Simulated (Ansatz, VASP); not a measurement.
**One calculation of SnO2, two programs**

POSCAR

```
SnO2
1.0
    4.7156554156      0.0000000000      0.0000000000
    0.0000000000      5.7245251322      0.0000000000
    0.0000000000      0.0000000000      5.2228576306
Sn O
4 8
Direct
    0.5000000000      0.6655736224      0.7500000000
    0.0000000000      0.8344263776      0.2500000000
    0.5000000000      0.3344263776      0.2500000000
    0.0000000000      0.1655736224      0.7500000000
    0.7305411755      0.6068653930      0.0785214791
    0.2305411755      0.8931346070      0.9214785209
    0.7694588245      0.8931346070      0.5785214791
    0.2694588245      0.6068653930      0.4214785209
    0.7305411755      0.3931346070      0.5785214791
    0.2305411755      0.1068653930      0.4214785209
    0.7694588245      0.1068653930      0.0785214791
    0.2694588245      0.3931346070      0.9214785209
```

File INCAR.step1:

```
SYSTEM = SnO2
  PREC = Accurate
  ENCUT = 520
  ISMEAR = 0
  SIGMA = 0.02
  LREAL = .False.
  LASPH = .True.
  NELM = 80
  NBANDS = 64
  GGA = PE
  ALGO = Normal
  EDIFF = 1E-4
  LWAVE = .True.
  LCHARG = .False.
```

The input INCAR.step2:

```
SYSTEM = SnO2
  PREC = Accurate
  ENCUT = 520
  EDIFF = 1E-7
  ISMEAR = 0
  SIGMA = 0.02
  LREAL = .False.
  LASPH = .True.
  NELM = 80
  ALGO = Normal
  ISIF = 2
  LWAVE = .False.
  LCHARG = .False.
  METAGGA = R2SCAN
  LMIXTAU = .True.
  NBANDS = 64
  ISTART = 1
```

File KPOINTS:

```
regular mesh
0
Gamma
  6 6 6
  0 0 0
```

Input for Ansatz:

```yaml
crystal:
  lattice:
    - [4.7156554156, 0.0, 0.0]
    - [0.0, 5.7245251322, 0.0]
    - [0.0, 0.0, 5.2228576306]
  atoms:
    - { symbol: Sn, position: [0.5, 0.6655736224, 0.75] }
    - { symbol: Sn, position: [0.0, 0.8344263776, 0.25] }
    - { symbol: Sn, position: [0.5, 0.3344263776, 0.25] }
    - { symbol: Sn, position: [0.0, 0.1655736224, 0.75] }
    - { symbol: O, position: [0.7305411755, 0.606865393, 0.0785214791] }
    - { symbol: O, position: [0.2305411755, 0.893134607, 0.9214785209] }
    - { symbol: O, position: [0.7694588245, 0.893134607, 0.5785214791] }
    - { symbol: O, position: [0.2694588245, 0.606865393, 0.4214785209] }
    - { symbol: O, position: [0.7305411755, 0.393134607, 0.5785214791] }
    - { symbol: O, position: [0.2305411755, 0.106865393, 0.4214785209] }
    - { symbol: O, position: [0.7694588245, 0.106865393, 0.0785214791] }
    - { symbol: O, position: [0.2694588245, 0.393134607, 0.9214785209] }
basis:
  ecutwfc: 500
kpoints:
  mp_grid: { grid: [6, 6, 6] }
  band_path: { path: [VBM, CBM], npoints: 2 }
hamiltonian:
  xc: r2scan
scf:
  occupations: { method: gaussian, width: 0.02 }
output:
  forces: true
  stress: true
  eigenvalues: true
checkpoint:
  read: start.run
  write: ck
  compress: false
  write_wavefunctions: false
  write_every: 100000
```

Alike in both runs: task single point; functional r2SCAN; k mesh 6 × 6 × 6; occupations gaussian, width 0.02 eV; no spin polarisation.

```csv
,VASP,Ansatz
version,VASP 6.6.1,Ansatz 0.2.0
potentials or method,"VASP PAW PBE potentials, release 64 (Sn_d, O), cutoff 520 eV","scalar-relativistic, plane waves, PAW"
valence electrons in the cell,104,104
```

Ansatz gave:

* gap on the k mesh at the Fermi level (eV): 2.19
* least direct gap on the mesh (eV): 2.19
* pressure (GPa): 2.0
* traceless stress, the component that is largest in VASP (GPa): 0.02
* rms of the force components (eV/Å): 0.002

Task: Estimate VASP's values.

Result: gap on the k mesh at the Fermi level (eV): 2.22; least direct gap on the mesh (eV): 2.22; pressure (GPa): 3.2; traceless stress, the component that is largest in VASP (GPa): 0.18; rms of the force components (eV/Å): 0.014.

VASP's potentials were made for PBE, not for r2SCAN. Atom by atom the forces differ by 0.012 eV/Å (rms over components). With one functional, cell and mesh, what is left measures potentials, basis and numerics.
